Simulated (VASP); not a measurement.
# HfH3 (Pm-3m) in VASP: notebook

The runs below take HfH3 through single point, with PBEsol.

Everything below comes from runs of VASP 6.6.1. Logs are shortened: lines on timing, memory, paths and dates and some standing lists are left out, and cuts for length are marked.

## (1) The cell of the first run

It takes space group Pm-3m (No. 221, cubic). Conventional cell: a = 3.032 Å, b = 3.032 Å, c = 3.032 Å, α = 90.00°, β = 90.00°, γ = 90.00°. Hf (site symmetry m-3m) has 12 H at 2.14 Å within 2.8 Å. H (site symmetry 4/mmm) has 4 Hf at 2.14 Å and 8 H at 2.14 Å within 2.8 Å.

## (2) Single point, PBEsol

INCAR

```
PREC = Accurate
ENCUT = 520
EDIFF = 1E-7
ISMEAR = -1
SIGMA = 0.05
LREAL = False
LASPH = True
NELM = 80
ALGO = Normal
ISIF = 2
LWAVE = False
LCHARG = False
GGA = PS
NBANDS = 14
```

KPOINTS

```
Automatic mesh
0
Gamma
  8 8 8
```

POSCAR

```
HfH3
1.0
    3.0322593897      0.0000000000      0.0000000000
    0.0000000000      3.0322593897      0.0000000000
    0.0000000000      0.0000000000      3.0322593897
Hf H
1 3
Direct
    0.0000000000      0.0000000000      0.0000000000
    0.0000000000      0.5000000000      0.5000000000
    0.5000000000      0.0000000000      0.5000000000
    0.5000000000      0.5000000000      0.0000000000
```

Potentials or basis: VASP PAW PBE potentials, release 64 (Hf_pv, H).

Started as:

```bash
$ cat potpaw_PBE.64/Hf_pv/POTCAR potpaw_PBE.64/H/POTCAR > POTCAR
$ mpirun -np 1 vasp_std > vasp.out
```

OUTCAR:

```text
PREC = Accurate
   ENCUT = 520
   EDIFF = 1E-7
   ISMEAR = -1
   LREAL = False
   LASPH = True
   NELM = 80
   ISIF = 2
   GGA = PS

 ion  position               nearest neighbor table
   1  0.000  0.000  0.000-   2 2.14   3 2.14   4 2.14   2 2.14   3 2.14   2 2.14   4 2.14   2 2.14
                             3 2.14   4 2.14   3 2.14   4 2.14
   2  0.000  0.500  0.500-   1 2.14   1 2.14   1 2.14   1 2.14
   3  0.500  0.000  0.500-   1 2.14   1 2.14   1 2.14   1 2.14
   4  0.500  0.500  0.000-   1 2.14   1 2.14   1 2.14   1 2.14

  LATTYP: Found a simple cubic cell.
 ALAT       =     3.0322593897

  Lattice vectors:

 A1 = (   3.0322593897,   0.0000000000,   0.0000000000)
 A2 = (   0.0000000000,   3.0322593897,   0.0000000000)
 A3 = (   0.0000000000,   0.0000000000,   3.0322593897)

Analysis of symmetry for initial positions (statically):
=====================================================================
 Subroutine PRICEL returns:
 Original cell was already a primitive cell.

 Routine SETGRP: Setting up the symmetry group for a
 simple cubic supercell.

 Subroutine GETGRP returns: Found 48 space group operations
 (whereof 48 operations were pure point group operations)
 out of a pool of 48 trial point group operations.

The static configuration has the point symmetry O_h .

Analysis of symmetry for dynamics (positions and initial velocities):
=====================================================================
 Subroutine PRICEL returns:
 Original cell was already a primitive cell.

 Routine SETGRP: Setting up the symmetry group for a
 simple cubic supercell.

 Subroutine GETGRP returns: Found 48 space group operations
 (whereof 48 operations were pure point group operations)
 out of a pool of 48 trial point group operations.

The dynamic configuration has the point symmetry O_h .

 Subroutine INISYM returns: Found 48 space group operations
 (whereof 48 operations are pure point group operations),
 and found     1 'primitive' translations

----------------------------------------------------------------------------------------

                                     Primitive cell

  volume of cell :      27.8804

  direct lattice vectors                    reciprocal lattice vectors
     3.032259390  0.000000000  0.000000000     0.329787090  0.000000000  0.000000000
     0.000000000  3.032259390  0.000000000     0.000000000  0.329787090  0.000000000
     0.000000000  0.000000000  3.032259390     0.000000000  0.000000000  0.329787090

  length of vectors
     3.032259390  3.032259390  3.032259390     0.329787090  0.329787090  0.329787090

  position of ions in fractional coordinates (direct lattice)
     0.000000000  0.000000000  0.000000000
     0.000000000  0.500000000  0.500000000
     0.500000000  0.000000000  0.500000000
     0.500000000  0.500000000  0.000000000

  ion indices of the primitive-cell ions
   primitive index   ion index
                 1           1
                 2           2
                 3           3
                 4           4

----------------------------------------------------------------------------------------

 KPOINTS: Automatic mesh

Automatic generation of k-mesh.
 Grid dimensions read from file:
 generate k-points for:    8    8    8

 Generating k-lattice:

  Cartesian coordinates                     Fractional coordinates (reciprocal lattice)
     0.041223386  0.000000000  0.000000000     0.125000000  0.000000000  0.000000000
     0.000000000  0.041223386  0.000000000     0.000000000  0.125000000  0.000000000
     0.000000000  0.000000000  0.041223386     0.000000000  0.000000000  0.125000000

  Length of vectors
     0.041223386  0.041223386  0.041223386

  Shift w.r.t. Gamma in fractional coordinates (k-lattice)
     0.000000000  0.000000000  0.000000000

 Subroutine IBZKPT returns following result:
 ===========================================

 Found     35 irreducible k-points:

 Following reciprocal coordinates:
            Coordinates               Weight
  0.000000  0.000000  0.000000      1.000000
  0.125000  0.000000  0.000000      6.000000
  0.250000  0.000000  0.000000      6.000000
  0.375000  0.000000  0.000000      6.000000
  0.500000  0.000000  0.000000      3.000000
  0.125000  0.125000  0.000000     12.000000
[... 16 lines left out ...]
  0.375000  0.375000  0.125000     24.000000
  0.500000  0.375000  0.125000     24.000000
 [... further k-points ...]
   k-points           NKPTS =     35   k-points in BZ     NKDIM =     35   number of bands    NBANDS=     14
   number of dos      NEDOS =    301   number of ions     NIONS =      4
   total plane-waves  NPLWV =  13824
   dimension x,y,z NGX =    24 NGY =   24 NGZ =   24
   dimension x,y,z NGXF=    48 NGYF=   48 NGZF=   48
   ions per type =               1   3
   NGX,Y,Z   is equivalent  to a cutoff of  13.16, 13.16, 13.16 a.u.
   NGXF,Y,Z  is equivalent  to a cutoff of  26.32, 26.32, 26.32 a.u.
 SYSTEM =  unknown system
   PREC   = accura    normal or accurate (medium, high low for compatibility)
   ISTART =      0    job   : 0-new  1-cont  2-samecut
   ICHARG =      2    charge: 1-file 2-atom 10-const
   ISPIN  =      1    spin polarized calculation?
   LNONCOLLINEAR =      F non collinear calculations
   LSORBIT =      F    spin-orbit coupling
   LASPH  =      T    aspherical Exc in radial PAW
   ENCUT  =  520.0 eV  38.22 Ry    6.18 a.u.   5.64  5.64  5.64*2*pi/ulx,y,z
   NELM   =     80;   NELMIN=  2; NELMDL= -5     # of ELM steps
   EDIFF  = 0.1E-06   stopping-criterion for ELM
   LREAL  =      F    real-space projection
   EDIFFG = 0.1E-05   stopping-criterion for IOM
   NSW    =      0    number of steps for IOM
   IBRION =     -1    ionic relax: 0-MD 1-quasi-New 2-CG
   NFREE  =      0    steps in history (QN), initial steepest desc. (CG)
   ISIF   =      2    stress and relaxation
   ISYM   =      2    0-nonsym 1-usesym 2-fastsym
   POTIM  = 0.5000    time-step for ionic-motion
   TEBEG  =    0.0;   TEEND  =   0.0 temperature during run
   PSTRESS=    0.0 pullay stress
   NELECT =      13.0000    total number of electrons
   NUPDOWN=      -1.0000    fix difference up-down
   EMIN   =  10.00;   EMAX   =-10.00  energy-range for DOS
   EFERMI =   0.00;   METHOD = LEGACY
   ISMEAR =    -1;   SIGMA  =   0.05  broadening in eV -4-tet -1-fermi 0-gaus
   EFERMI_NEDOS =   21; number of points for ismear=-14 and -15
   IALGO  =     38    algorithm
   IMIX   =      4    mixing-type and parameters
     AMIX     =   0.40;   BMIX     =  1.00
     AMIX_MAG =   1.60;   BMIX_MAG =  1.00
  volume/ion in A,a.u.               =       6.97        47.04
  Fermi-wavevector in a.u.,A,eV,Ry     =   1.269471  2.398953 21.926574  1.611558
  Thomas-Fermi vector in A             =   2.402511
   LORBIT       =      0    0 simple, 1 ext, 2 COOP (PROOUT), +10 PAW based schemes
   GGA     = PS    functional components
   LHFCALC =     F    Hartree Fock is set to
   AEXX    =    0.0000 exact exchange contribution
   IVDW    =     0    specifies the selected vdW correction
   LEPSILON=     F    determine dielectric tensor
   LRPA    =     F    only Hartree local field effects (RPA)
 non-spin polarized calculation
  energy-cutoff  :      520.00
  volume of cell :       27.88
 maximum number of plane-waves:       768
 NGX is ok and might be reduce to    24
   NGX = 11   NGY = 11   NGZ = 11

 number of electron      13.0000004 magnetization

 Free energy of the ion-electron system (eV)
  ---------------------------------------------------
  ext. energy  EPLUGINS =         0.00000000
  ---------------------------------------------------
  free energy    TOTEN  =       -21.62751030 eV

  energy without entropy =      -21.62365504  energy(sigma->0) =      -21.62558267

 E-fermi :   5.1717     XC(G=0): -11.7033

 val. band max:        5.0996483778   @ k =   0.3750   0.1250   0.0000
 cond. band min:       5.2365341622   @ k =   0.5000   0.0000   0.0000
 fundamental gap:      0.1368857845
 Fermi energy:         5.1717419094

 k-point     1 :       0.0000    0.0000    0.0000
  band No.  band energies     occupation
      1     -25.4862      2.00000
      2     -25.4862      2.00000
      3     -25.4862      2.00000
      4      -6.6622      2.00000
      5       0.5790      2.00000
      6       0.5790      2.00000
      7       9.9666      0.00000
      8       9.9666      0.00000
      9       9.9666      0.00000
     10      11.9158      0.00000
     11      11.9158      0.00000
     12      13.5425      0.00000
     13      13.5425      0.00000
     14      13.5425      0.00000

 k-point     2 :       0.1250    0.0000    0.0000
  band No.  band energies     occupation
      1     -25.6029      2.00000
      2     -25.4765      2.00000
      3     -25.4765      2.00000
      4      -6.3175      2.00000
      5       0.6003      2.00000
      6       0.8131      2.00000
      7       9.0410      0.00000
      8       9.0410      0.00000
      9      10.0181      0.00000
     10      10.8961      0.00000
     11      10.9286      0.00000
     12      13.7630      0.00000
     13      14.5884      0.00000
     14      14.5884      0.00000

 k-point     3 :       0.2500    0.0000    0.0000
  band No.  band energies     occupation
      1     -25.8748      2.00000
      2     -25.4532      2.00000
      3     -25.4532      2.00000
      4      -5.3707      2.00000
      5       0.3089      2.00000
      6       1.5061      2.00000
      7       7.6544      0.00000
      8       7.6544      0.00000
      9       8.7776      0.00000
     10      10.1457      0.00000
     11      10.2566      0.00000
     12      14.1700      0.00000
     13      16.3126      0.00000
     14      16.3126      0.00000
[... 324 lines left out ...]
 k-point    23 :       0.3750    0.3750    0.1250
  band No.  band energies     occupation
      1     -26.0283      2.00000
      2     -26.0111      2.00000
      3     -25.4768      2.00000
      4      -2.4043      2.00000
      5       0.1218      2.00000
      6       0.8499      2.00000
      7       4.5194      2.00000
      8       7.2900      0.00000
      9       7.6001      0.00000
     10      11.5362      0.00000
     11      12.2641      0.00000
     12      14.2496      0.00000
     13      15.0933      0.00000
     14      18.3055      0.00000

 k-point    24 :       0.5000    0.3750    0.1250
  band No.  band energies     occupation
      1     -26.1166      2.00000
      2     -26.0026      2.00000
      3     -25.4664      2.00000
      4      -2.2027      2.00000
      5       0.0580      2.00000
      6       0.8938      2.00000
      7       4.1253      2.00000
      8       7.6045      0.00000
      9       7.6532      0.00000
     10      11.7996      0.00000
     11      13.7104      0.00000
     12      13.7256      0.00000
     13      14.1045      0.00000
     14      17.8604      0.00000

 [... further k-points ...]
[... 5 lines left out ...]
  --------------------------------------------------------------------------------------
  -------------------------------------------------------------------------------------
  Total        0.4320438      0.4320438      0.4320438     -0.0000000      0.0000000     -0.0000000
  in kB       24.8278636     24.8278636     24.8278636     -0.0000000      0.0000000     -0.0000000
  external PRESSURE =      24.8278636 kB  Pullay stress =       0.0000000 kB

 VOLUME and BASIS-vectors are now :
 -----------------------------------------------------------------------------
  energy-cutoff  :      520.00
  volume of cell :       27.88
      direct lattice vectors                 reciprocal lattice vectors
     3.032259390  0.000000000  0.000000000     0.329787090  0.000000000  0.000000000
     0.000000000  3.032259390  0.000000000     0.000000000  0.329787090  0.000000000
     0.000000000  0.000000000  3.032259390     0.000000000  0.000000000  0.329787090

 POSITION                                       TOTAL-FORCE (eV/Angst)
 -----------------------------------------------------------------------------------
      0.00000      0.00000      0.00000         0.000000      0.000000      0.000000
      0.00000      1.51613      1.51613         0.000000      0.000000      0.000000
      1.51613      0.00000      1.51613         0.000000      0.000000      0.000000
      1.51613      1.51613      0.00000         0.000000      0.000000      0.000000
 -----------------------------------------------------------------------------------
    total drift:                                0.000000      0.000000     -0.000000

  FREE ENERGIE OF THE ION-ELECTRON SYSTEM (eV)
  ---------------------------------------------------
  free  energy   TOTEN  =       -21.6275102998 eV

  energy  without entropy=      -21.6236550374  energy(sigma->0) =      -21.62558267
```

Run time: 10 s. Hardware: 1 thread of Intel Xeon Platinum 8259CL at 2.50GHz (Skylake/Cascade Lake), shared host; peak memory 0.14 GiB.

Results:

```yaml
Free_energy: -21.6275 eV
Pressure: 2.5 GPa
```

Caveat: the PAW data sets were made with another functional, which shifts forces and pressure a little; spin-orbit coupling is left out, which moves the levels of the heavy elements.

## (3) Single point, PBEsol

This run uses another cell than the first one, of 7.19 Å³/atom, 1.032 times its volume.

INCAR

```
SYSTEM = HfH3
PREC     = Accurate       ! precision mode
ENCUT    = 520            ! plane-wave cutoff, eV
EDIFF    = 1E-6           ! SCF threshold, eV
ISMEAR   = -1             ! smearing method
SIGMA    = 0.05           ! smearing width, eV
LREAL    = .False.        ! projectors in reciprocal space
LASPH    = .True.         ! aspherical terms in the spheres
NELM     = 100            ! most SCF steps
ALGO     = Normal         ! electronic algorithm
ISIF     = 2              ! what is computed and relaxed
LWAVE    = .False.        ! write WAVECAR
LCHARG   = .False.        ! write CHGCAR
GGA      = PS             ! functional
NBANDS   = 14             ! bands
```

KPOINTS

```
Automatic mesh
0
Gamma
  8 8 8
  0 0 0
```

POSCAR

```
HfH3
1.0
    3.0638476984      0.0000000000      0.0000000000
    0.0000000000      3.0638476984      0.0000000000
    0.0000000000      0.0000000000      3.0638476984
Hf H
1 3
Direct
    0.0000000000      0.0000000000      0.0000000000
    0.0000000000      0.5000000000      0.5000000000
    0.5000000000      0.0000000000      0.5000000000
    0.5000000000      0.5000000000      0.0000000000
```

Potentials or basis: VASP PAW PBE potentials, release 64 (Hf_pv, H).

Started as:

```bash
$ cat potpaw_PBE.64/Hf_pv/POTCAR potpaw_PBE.64/H/POTCAR > POTCAR
$ mpirun -np 1 vasp_std > vasp.out
```

Wall time 9.1 s (1 thread of Intel Xeon Platinum 8259CL at 2.50GHz (Skylake/Cascade Lake), shared host); peak memory 0.14 GiB.

It converged, with:

```
Free energy : -21.6289 eV
Pressure    : -2.2 GPa
```

Levels at points of the mesh, in eV from the Fermi level:
| k point | band 4 | band 5 | band 6 | band 7 | band 8 | band 9 |
| --- | --- | --- | --- | --- | --- | --- |
| (0.00, 0.00, 0.00) | -11.63 | -4.47 | -4.47 | 4.62 | 4.62 | 4.62 |
| (0.50, 0.00, 0.00) | -7.81 | -7.07 | -1.53 | 0.05 | 1.15 | 1.15 |
| (0.50, 0.50, 0.00) | -7.40 | -3.94 | -3.94 | -2.31 | 1.92 | 1.92 |
| (0.50, 0.50, 0.50) | -6.32 | -6.32 | -6.32 | 3.31 | 5.70 | 5.70 |

Caveat: the PAW data sets were made with another functional, which shifts forces and pressure a little; spin-orbit coupling is left out, which moves the levels of the heavy elements.
